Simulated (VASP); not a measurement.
Here is a VASP 6.6.1 calculation.

File INCAR:

```
PREC = Accurate
ENCUT = 600
EDIFF = 1E-7
ISMEAR = 1
SIGMA = 0.05
LREAL = F
LASPH = T
NELM = 60
ALGO = Normal
ISIF = 3
LWAVE = F
LCHARG = F
GGA = CA
IBRION = 2
NSW = 80
EDIFFG = -0.02
PSTRESS = 100.0
```

The input KPOINTS:

```
regular mesh
0
Gamma
  18 18 18
```

POSCAR

```
Nb
1.0
    0.0000000000      2.1150000000      2.1150000000
    2.1150000000      0.0000000000      2.1150000000
    2.1150000000      2.1150000000      0.0000000000
Nb
1
Direct
    0.0000000000      0.0000000000      0.0000000000
```

Potentials or basis: VASP PAW LDA potentials, release 64 (Nb_sv).

The run is started by

```console
$ cat potpaw_LDA.64/Nb_sv/POTCAR > POTCAR
$ mpirun -np 1 vasp_std > vasp.out
```

**Question.** Estimate the space group after relaxing (to 0.1 Å).

**Answer.** Fm-3m (No. 225).

**Question.** What does it give for the relaxed cell?

**Answer.** a = 2.878 Å, b = 2.878 Å, c = 2.878 Å, α = 60.00°, β = 60.00°, γ = 60.00°.

**Question.** Estimate the relaxed volume.

**Answer.** 16.85 Å³/atom.

Final structure:
```
Nb
1.0
     0.00000    2.03499    2.03499
     2.03499    0.00000    2.03499
     2.03499    2.03499    0.00000
Nb
1
Direct
  0.00000 0.00000 0.00000
```

Caveat: the cell is relaxed towards a set pressure, so the run minimises the enthalpy, not the energy. LDA usually gives volumes a few per cent too small.
